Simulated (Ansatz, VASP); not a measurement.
# Na: VASP beside Ansatz

The input INCAR:

```
SYSTEM = Na
PREC = Accurate
ENCUT = 600
EDIFF = 1E-6
ISMEAR = 0
SIGMA = 0.1
LREAL = .False.
LASPH = .True.
NELM = 100
ALGO = Normal
ISIF = 3
LWAVE = .False.
LCHARG = .False.
GGA = PE
IVDW = 12
IBRION = 2
NSW = 80
EDIFFG = -0.01
```

The input KPOINTS:

```
regular mesh
0
Gamma
  14 14 14
  0 0 0
```

The input POSCAR:

```
Na
1.0
    0.0000000000      2.5648052077      2.5648052077
    2.5648052077      0.0000000000      2.5648052077
    2.5648052077      2.5648052077      0.0000000000
Na
1
Direct
    0.0000000000      0.0000000000      0.0000000000
```

Input for Ansatz:

```yaml
crystal:
  lattice:
    - [0.0, 2.5648052077, 2.5648052077]
    - [2.5648052077, 0.0, 2.5648052077]
    - [2.5648052077, 2.5648052077, 0.0]
  atoms:
    - { symbol: Na, position: [0.0, 0.0, 0.0] }
basis:
  ecutwfc: 420
kpoints:
  mp_grid: { grid: [14, 14, 14] }
hamiltonian:
  xc: pbe
  dispersion: d3bj
scf:
  occupations: { method: gaussian, width: 0.1 }
output:
  forces: true
  stress: true
  eigenvalues: true
relax:
  adjacent_minimum: "off"
  f_tol: 0.01
  max_steps: 60
  cell: { stress_tol: 0.1 }
```

Alike in both runs: task relaxation of cell and atoms; functional PBE; dispersion D3(BJ); k mesh 14 × 14 × 14; occupations gaussian, width 0.1 eV; no spin polarisation.

|  | VASP | Ansatz |
| --- | --- | --- |
| version | VASP 6.6.1 | Ansatz 0.2.0 |
| potentials or method | VASP PAW PBE potentials, release 64 (Na_pv), cutoff 600 eV | scalar-relativistic, plane waves, PAW |
| valence electrons in the cell | 7 | 9 |

|  | VASP | Ansatz | Ansatz less VASP |
| --- | --- | --- | --- |
| gap on the k mesh at the Fermi level, each at its own relaxed structure (eV) | none | none | - |
| relaxed volume (Å³/atom) | 33.74 | 33.74 | 0.000 |
| relaxed cell length with the largest relative difference (Å) | 3.627 | 3.627 | 0.0000 |

A gap of «none» marks a metal or a gap that the smearing closes. VASP's potentials hold 7 valence electrons a cell and Ansatz's 9, so a difference there can come from the potentials and not from the codes.

Noted on VASP's run: the relaxation stopped at its first step, so nothing moved.
